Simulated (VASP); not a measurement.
Br:

```xyz
4
Lattice="3.3632 -2.3226 0.0000 3.3632 2.3226 0.0000 0.0000 0.0000 8.7023" Properties=species:S:1:pos:R:3 pbc="T T T"
Br    3.3632    0.6266    3.3948
Br    3.3632    1.6959    7.7459
Br    3.3632   -0.6266    5.3075
Br    3.3632   -1.6959    0.9564
```

* Program: VASP 6.6.1
* Task: relaxation of cell and atoms
* Functional: PBE
* Dispersion: D3(BJ)
* Potentials or basis: VASP PAW PBE potentials, release 64 (Br)
* Cutoff: 600 eV
* k mesh: 7 × 7 × 3
* Occupations: fermi-dirac, width 0.05 eV
* Spin: no spin polarisation

At the start: pressure 0.7 GPa; volume 33.99 Å³/atom.

Task: Where does the relaxation end?

Result: Over 21 steps the energy falls by 45.0 meV/atom and the volume is 31.13 Å³/atom (-8.4 %); space group Cmce (No. 64, to 0.05 Å).

The path:
| step | energy change (eV) | largest force (eV/Å) | pressure (GPa) | volume (Å³) |
| --- | --- | --- | --- | --- |
| 1 | 0.0000 | 0.8933 | 0.68 | 135.95 |
| 2 | -0.0132 | 0.3840 | -2.10 | 138.79 |
| 3 | -0.0466 | 0.1520 | -0.93 | 137.43 |
| 4 | -0.0802 | 0.1489 | -0.80 | 134.43 |
| 5 | -0.1487 | 0.1585 | 0.09 | 125.62 |
| 6 | -0.1501 | 0.1868 | 0.79 | 121.79 |
| 7 | -0.1526 | 0.1697 | 0.45 | 123.55 |
| 8 | -0.1556 | 0.2638 | -0.36 | 123.28 |
| 9 | -0.1590 | 0.1340 | -0.03 | 123.40 |
| 10 | -0.1673 | 0.1151 | 0.04 | 123.13 |
| 11 | -0.1770 | 0.0472 | 0.38 | 122.16 |
| 12 | -0.1723 | 0.1802 | -0.59 | 124.82 |
| 13 | -0.1786 | 0.0726 | 0.04 | 123.05 |
| 14 | -0.1797 | 0.0132 | 0.11 | 123.58 |
| 15 | -0.1797 | 0.0138 | 0.11 | 123.58 |
| 16 | -0.1796 | 0.0387 | -0.16 | 124.56 |
| 17 | -0.1799 | 0.0183 | -0.01 | 124.00 |
| 18 | -0.1800 | 0.0136 | 0.00 | 124.14 |
| 19 | -0.1801 | 0.0176 | 0.02 | 124.40 |
| 20 | -0.1801 | 0.0102 | -0.07 | 124.64 |
| 21 | -0.1802 | 0.0062 | -0.03 | 124.52 |

Final structure:
```xyz
4
Lattice="3.4974 -2.0754 0.0000 3.4974 2.0754 0.0000 0.0000 0.0000 8.5775" Properties=species:S:1:pos:R:3 pbc="T T T"
Br    3.4974    0.6279    3.2678
Br    3.4974    1.4475    7.5565
Br    3.4974   -0.6279    5.3097
Br    3.4974   -1.4475    1.0210
```
